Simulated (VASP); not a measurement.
Here is a VASP 6.6.1 calculation.

Contents of POSCAR:

```
Al
1.0
    8.5913470000      0.0000000000      0.0000000000
    4.2956740000      7.4403250000      0.0000000000
    0.0000000000      0.0000000000     16.6765370000
Al
27
Direct
    0.1111123195      0.1111107378      0.0599644878
    0.4444477091      0.1111107378      0.0599644878
    0.7777830988      0.1111107378      0.0599644878
    0.1111138883      0.4444429511      0.0599644878
    0.4444492779      0.4444429511      0.0599644878
    0.7777730280      0.4444429511      0.0599644878
    0.1111154570      0.7777751644      0.0599644878
    0.4444508467      0.7777751644      0.0599644878
    0.7777745968      0.7777751644      0.0599644878
   -0.1011573602      0.2193318168      0.1873590422
    0.2240297288      0.2632143085      0.2004073148
    0.5546000552      0.1863359463      0.2226841220
   -0.1534760590      0.6136559895      0.1981886287
    0.2237111215      0.5750017640      0.2113628267
    0.5914365442      0.5208643440      0.1939131607
   -0.1264083852      0.9277282914      0.1976969199
    0.2190951771      0.8882138885      0.2056122323
    0.5238949277      0.8827571376      0.2076450285
   -0.0029663494      0.0243000138      0.3459411267
    0.3480618247     -0.0014246689      0.3479799193
    0.7139941627     -0.0201066486      0.3451855742
   -0.0220432566      0.3328886843      0.3262008174
    0.3244903283      0.3032797626      0.3645900825
    0.6935517430      0.3274588140      0.3572204469
    0.0142031504      0.6336551159      0.3479139584
    0.3494410703      0.6835319694      0.3505284101
    0.6788535966      0.6456572798      0.3353094231
```

File INCAR.step1:

```
SYSTEM = Al
PREC = Accurate
ENCUT = 440
ISMEAR = -1
SIGMA = 0.15
LREAL = .False.
LASPH = .True.
NELM = 120
NBANDS = 60
GGA = PE
ALGO = Normal
EDIFF = 1E-5
LWAVE = .True.
LCHARG = .False.
GGA_COMPAT = .False.
NELMDL = -8
```

The input INCAR.step2:

```
SYSTEM = Al
PREC = Accurate
ENCUT = 440
EDIFF = 1E-6
ISMEAR = -1
SIGMA = 0.15
LREAL = .False.
LASPH = .True.
NELM = 120
ALGO = Normal
ISIF = 2
LWAVE = .False.
LCHARG = .True.
METAGGA = R2SCAN
LMIXTAU = .True.
IVDW = 12
VDW_S6 = 1.0
VDW_S8 = 0.78981345
VDW_A1 = 0.49484001
VDW_A2 = 5.73083694
LELF = .True.
LVHAR = .True.
NBANDS = 60
ISTART = 1
GGA_COMPAT = .False.
```

Contents of KPOINTS:

```
regular mesh
0
Gamma
  2 2 1
  0 0 0
```

Potentials or basis: VASP PAW PBE potentials, release 64 (Al).

The run is started by

```console
$ cat potpaw_PBE.64/Al/POTCAR > POTCAR
$ cp INCAR.step1 INCAR
$ mpirun -np 1 vasp_std > vasp.out
$ cp INCAR.step2 INCAR
$ mpirun -np 1 vasp_std > vasp.out
```

Predict the band gap on the k mesh.

zero (an odd number of electrons rules out a gap without spin polarisation).

Estimate the dispersion energy per atom.

-0.096 eV.

What does it give for the largest force?

1.746 eV/Å.

Forces in eV/Å, atoms in the order of the input:
```
Al   0.353 -0.067 -0.046
Al  -0.012 -0.021  0.464
Al  -0.195  0.119 -0.203
Al  -0.062  0.218  0.140
Al  -0.059 -0.020  0.361
Al   0.264  0.013 -0.463
Al   0.006 -0.014  0.223
Al  -0.081 -0.029  0.250
Al   0.029  0.269 -0.076
Al   0.446  0.095  0.815
Al  -0.931 -0.451  0.172
Al   0.226  1.377 -0.384
Al   1.355 -1.095  0.119
Al   0.072 -0.145 -0.294
Al  -1.283  0.420  0.711
Al   0.159 -1.478  0.190
Al  -0.120  0.277 -0.117
Al   0.320  0.520 -0.400
Al   0.515 -1.006 -0.374
Al  -0.467 -0.305 -0.217
Al  -0.595 -0.464  0.337
Al   1.407  0.093 -0.093
Al   0.595  0.668 -0.481
Al  -1.560  0.306 -0.535
Al   0.045  0.358 -0.244
Al  -0.552 -0.336 -0.287
Al   0.125  0.700  0.432
```

Caveat: the k points lie up to 0.42 Å⁻¹ apart, too coarse for converged energies and pressures of a metal; the atoms stand as in a frame of molecular dynamics; there is no dipole correction, which matters where the two faces differ; the PAW data sets were made with another functional, which shifts forces and pressure a little.
